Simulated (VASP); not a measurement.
# KCl (Fmmm) in VASP: further runs, part 2 of 2

VASP 6.6.1.

## (3) Single point, r2SCAN (strain +0.0075 x Voigt [1, -1, 0, 0, 0, 0])

Contents of POSCAR:

```
KCl
1.0
    0.0000000000      3.1324292500      3.1561000000
    3.1797707500      0.0000000000      3.1561000000
    3.1797707500      3.1324292500      0.0000000000
K Cl
1 1
Direct
    0.0000000000      0.0000000000      0.0000000000
    0.5000000000      0.5000000000      0.5000000000
```

Contents of INCAR.step1:

```
PREC     = Accurate       # precision mode
ENCUT    = 550            # plane-wave cutoff, eV
ISMEAR   = 0              # smearing method
SIGMA    = 0.05           # smearing width, eV
LREAL    = F              # projectors in reciprocal space
LASPH    = T              # aspherical terms in the spheres
NELM     = 120            # most SCF steps
NBANDS   = 15             # bands
GGA      = PE             # functional
ALGO     = Normal         # electronic algorithm
EDIFF    = 1E-5           # SCF threshold, eV
LWAVE    = T              # write WAVECAR
LCHARG   = F              # write CHGCAR
GGA_COMPAT= F
```

Contents of INCAR.step2:

```
PREC     = Accurate       # precision mode
ENCUT    = 550            # plane-wave cutoff, eV
EDIFF    = 1E-6           # SCF threshold, eV
ISMEAR   = 0              # smearing method
SIGMA    = 0.05           # smearing width, eV
LREAL    = F              # projectors in reciprocal space
LASPH    = T              # aspherical terms in the spheres
NELM     = 120            # most SCF steps
ALGO     = Normal         # electronic algorithm
ISIF     = 2              # what is computed and relaxed
LWAVE    = F              # write WAVECAR
LCHARG   = T              # write CHGCAR
METAGGA  = R2SCAN         # meta-GGA
LMIXTAU  = T            
LELF     = T              # ELF
LVHAR    = T            
NBANDS   = 15             # bands
ISTART   = 1            
GGA_COMPAT= F
```

Contents of KPOINTS:

```
regular mesh
0
Gamma
  6 6 6
```

Potentials or basis: VASP PAW PBE potentials, release 64 (K_sv, Cl).

Started as:

```console
cat potpaw_PBE.64/K_sv/POTCAR potpaw_PBE.64/Cl/POTCAR > POTCAR
cp INCAR.step1 INCAR
mpirun -np 1 vasp_std > vasp.out
cp INCAR.step2 INCAR
mpirun -np 1 vasp_std > vasp.out
```

OUTCAR:

```text
PREC = Accurate
   ENCUT = 550
   EDIFF = 1E-6
   ISMEAR = 0
   LREAL = F
   LASPH = T
   NELM = 120
   ISIF = 2
   METAGGA = R2SCAN
   ISTART = 1

 ion  position               nearest neighbor table
   1  0.000  0.000  0.000-   2 3.13   2 3.13   2 3.16   2 3.16   2 3.18   2 3.18
   2  0.500  0.500  0.500-   1 3.13   1 3.13   1 3.16   1 3.16   1 3.18   1 3.18

  LATTYP: Found a face centered orthorhombic cell.
 ALAT       =     6.2648585000
 B/A-ratio  =     1.0075566751
 C/A-ratio  =     1.0151133501

  Lattice vectors:

 A1 = (  -3.1797707500,   0.0000000000,  -3.1561000000)
 A2 = (  -3.1797707500,   3.1324292500,   0.0000000000)
 A3 = (   0.0000000000,   3.1324292500,  -3.1561000000)

Analysis of symmetry for initial positions (statically):
=====================================================================
 Subroutine PRICEL returns:
 Original cell was already a primitive cell.

 Routine SETGRP: Setting up the symmetry group for a
 face centered orthorhombic supercell.

 Subroutine GETGRP returns: Found  8 space group operations
 (whereof  8 operations were pure point group operations)
 out of a pool of  8 trial point group operations.

The static configuration has the point symmetry D_2h.

Analysis of symmetry for dynamics (positions and initial velocities):
=====================================================================
 Subroutine PRICEL returns:
 Original cell was already a primitive cell.

 Routine SETGRP: Setting up the symmetry group for a
 face centered orthorhombic supercell.

 Subroutine GETGRP returns: Found  8 space group operations
 (whereof  8 operations were pure point group operations)
 out of a pool of  8 trial point group operations.

The dynamic configuration has the point symmetry D_2h.

 Subroutine INISYM returns: Found  8 space group operations
 (whereof  8 operations are pure point group operations),
 and found     1 'primitive' translations

----------------------------------------------------------------------------------------

                                     Primitive cell

  volume of cell :      62.8721

  direct lattice vectors                    reciprocal lattice vectors
     0.000000000  3.132429250  3.156100000    -0.157244040  0.159620525  0.158423371
     3.179770750  0.000000000  3.156100000     0.157244040 -0.159620525  0.158423371
     3.179770750  3.132429250  0.000000000     0.157244040  0.159620525 -0.158423371

  length of vectors
     4.446693178  4.480168438  4.463524956     0.274412763  0.274412763  0.274412763

  position of ions in fractional coordinates (direct lattice)
     0.000000000  0.000000000  0.000000000
     0.500000000  0.500000000  0.500000000

  ion indices of the primitive-cell ions
   primitive index   ion index
                 1           1
                 2           2

----------------------------------------------------------------------------------------

 KPOINTS: regular mesh

Automatic generation of k-mesh.
 Grid dimensions read from file:
 generate k-points for:    6    6    6

 Generating k-lattice:

  Cartesian coordinates                     Fractional coordinates (reciprocal lattice)
    -0.026207340  0.026603421  0.026403895     0.166666667  0.000000000  0.000000000
     0.026207340 -0.026603421  0.026403895     0.000000000  0.166666667  0.000000000
     0.026207340  0.026603421 -0.026403895     0.000000000  0.000000000  0.166666667

  Length of vectors
     0.045735460  0.045735460  0.045735460

  Shift w.r.t. Gamma in fractional coordinates (k-lattice)
     0.000000000  0.000000000  0.000000000

 Subroutine IBZKPT returns following result:
 ===========================================

 Found     46 irreducible k-points:

 Following reciprocal coordinates:
            Coordinates               Weight
  0.000000  0.000000  0.000000      1.000000
  0.166667  0.000000  0.000000      8.000000
  0.333333 -0.000000 -0.000000      8.000000
  0.500000  0.000000  0.000000      4.000000
  0.166667  0.166667  0.000000      2.000000
  0.333333  0.166667 -0.000000      8.000000
[... 16 lines left out ...]
 -0.166667  0.166667  0.166667      8.000000
  0.500000  0.333333  0.166667      4.000000
 [... further k-points ...]
   k-points           NKPTS =     46   k-points in BZ     NKDIM =     46   number of bands    NBANDS=     15
   number of dos      NEDOS =    301   number of ions     NIONS =      2
   total plane-waves  NPLWV =  46656
   dimension x,y,z NGX =    36 NGY =   36 NGZ =   36
   dimension x,y,z NGXF=    72 NGYF=   72 NGZF=   72
   ions per type =               1   1
   NGX,Y,Z   is equivalent  to a cutoff of  13.46, 13.36, 13.41 a.u.
   NGXF,Y,Z  is equivalent  to a cutoff of  26.92, 26.72, 26.82 a.u.
 SYSTEM =  unknown system
   PREC   = accura    normal or accurate (medium, high low for compatibility)
   ISTART =      1    job   : 0-new  1-cont  2-samecut
   ICHARG =      0    charge: 1-file 2-atom 10-const
   ISPIN  =      1    spin polarized calculation?
   LNONCOLLINEAR =      F non collinear calculations
   LSORBIT =      F    spin-orbit coupling
   LASPH  =      T    aspherical Exc in radial PAW
   ENCUT  =  550.0 eV  40.42 Ry    6.36 a.u.   8.50  8.57  8.54*2*pi/ulx,y,z
   NELM   =    120;   NELMIN=  2; NELMDL=  0     # of ELM steps
   EDIFF  = 0.1E-05   stopping-criterion for ELM
   LREAL  =      F    real-space projection
   EDIFFG = 0.1E-04   stopping-criterion for IOM
   NSW    =      0    number of steps for IOM
   IBRION =     -1    ionic relax: 0-MD 1-quasi-New 2-CG
   NFREE  =      0    steps in history (QN), initial steepest desc. (CG)
   ISIF   =      2    stress and relaxation
   ISYM   =      2    0-nonsym 1-usesym 2-fastsym
   POTIM  = 0.5000    time-step for ionic-motion
   TEBEG  =    0.0;   TEEND  =   0.0 temperature during run
   PSTRESS=    0.0 pullay stress
   NELECT =      16.0000    total number of electrons
   NUPDOWN=      -1.0000    fix difference up-down
   EMIN   =  10.00;   EMAX   =-10.00  energy-range for DOS
   EFERMI =   0.00;   METHOD = LEGACY
   ISMEAR =     0;   SIGMA  =   0.05  broadening in eV -4-tet -1-fermi 0-gaus
   EFERMI_NEDOS =   21; number of points for ismear=-14 and -15
   IALGO  =     38    algorithm
   IMIX   =      4    mixing-type and parameters
     AMIX     =   0.40;   BMIX     =  1.00
     AMIX_MAG =   1.60;   BMIX_MAG =  1.00
  volume/ion in A,a.u.               =      31.44       212.14
  Fermi-wavevector in a.u.,A,eV,Ry     =   1.037438  1.960474 14.643650  1.076278
  Thomas-Fermi vector in A             =   2.171876
   LORBIT       =      0    0 simple, 1 ext, 2 COOP (PROOUT), +10 PAW based schemes
   METAGGA = R2SCAN    functional components
   LHFCALC =     F    Hartree Fock is set to
   AEXX    =    0.0000 exact exchange contribution
   IVDW    =     0    specifies the selected vdW correction
   LEPSILON=     F    determine dielectric tensor
   LRPA    =     F    only Hartree local field effects (RPA)
 non-spin polarized calculation
 Gauss-broadening in eV      SIGMA  =   0.05
  energy-cutoff  :      550.00
  volume of cell :       62.87
 maximum number of plane-waves:      1863
 NGX is ok and might be reduce to    36
   NGX = 17   NGY = 17   NGZ = 17

 number of electron      16.0000000 magnetization

 Free energy of the ion-electron system (eV)
  ---------------------------------------------------
  ext. energy  EPLUGINS =         0.00000000
  ---------------------------------------------------
  free energy    TOTEN  =       -16.50607071 eV

  energy without entropy =      -16.50607071  energy(sigma->0) =      -16.50607071

 E-fermi :  -1.9873     XC(G=0):  -7.9124

 val. band max:       -2.2945684373   @ k =   0.0000   0.0000   0.0000
 cond. band min:       3.4968581101   @ k =   0.0000   0.0000   0.0000
 fundamental gap:      5.7914265474
 Fermi energy:        -1.9872665743

 k-point     1 :       0.0000    0.0000    0.0000
  band No.  band energies     occupation
      1     -30.5905      2.00000
      2     -14.9596      2.00000
      3     -13.2831      2.00000
      4     -13.2818      2.00000
      5     -13.2808      2.00000
      6      -2.3052      2.00000
      7      -2.3001      2.00000
      8      -2.2946      2.00000
      9       3.4969      0.00000
     10       6.6828      0.00000
     11       6.7304      0.00000
     12       6.7783      0.00000
     13       7.7349      0.00000
     14       7.8014      0.00000
[... 401 lines left out ...]
      2     -15.0107      2.00000
      3     -13.3390      2.00000
      4     -13.3141      2.00000
      5     -13.1778      2.00000
      6      -3.0446      2.00000
      7      -2.6110      2.00000
      8      -2.6057      2.00000
      9       5.7618      0.00000
     10       6.1574      0.00000
     11       8.3856      0.00000
     12       9.0097      0.00000
     13       9.1652      0.00000
     14       9.5565      0.00000
     15      10.3822      0.00000

 [... further k-points ...]
[... 5 lines left out ...]
  --------------------------------------------------------------------------------------
  -------------------------------------------------------------------------------------
  Total       -0.1785863      0.0495554     -0.0701376      0.0000000     -0.0000000      0.0000000
  in kB       -4.5509384      1.2628261     -1.7873255      0.0000000     -0.0000000      0.0000000
  external PRESSURE =      -1.6918126 kB  Pullay stress =       0.0000000 kB

 VOLUME and BASIS-vectors are now :
 -----------------------------------------------------------------------------
  energy-cutoff  :      550.00
  volume of cell :       62.87
      direct lattice vectors                 reciprocal lattice vectors
     0.000000000  3.132429250  3.156100000    -0.157244040  0.159620525  0.158423371
     3.179770750  0.000000000  3.156100000     0.157244040 -0.159620525  0.158423371
     3.179770750  3.132429250  0.000000000     0.157244040  0.159620525 -0.158423371

 POSITION                                       TOTAL-FORCE (eV/Angst)
 -----------------------------------------------------------------------------------
      0.00000      0.00000      0.00000         0.000000     -0.000000      0.000000
      3.17977      3.13243      3.15610        -0.000000      0.000000      0.000000
 -----------------------------------------------------------------------------------
    total drift:                                0.000000      0.000000      0.000000

  FREE ENERGIE OF THE ION-ELECTRON SYSTEM (eV)
  ---------------------------------------------------
  free  energy   TOTEN  =       -16.5060707148 eV

  energy  without entropy=      -16.5060707148  energy(sigma->0) =      -16.50607071
```

Wall time 86 s (1 thread of Intel Xeon 6975P-C (Granite Rapids), shared host); peak memory 0.23 GiB.

What came out:

```
Free energy            : -16.5061 eV
Pressure               : -0.2 GPa
Band gap on the k mesh : 5.79 eV, direct
```

Caveat: the cell differs from its parent crystal (strain +0.0075 x Voigt [1, -1, 0, 0, 0, 0]); the PAW data sets were made with another functional, which shifts forces and pressure a little.
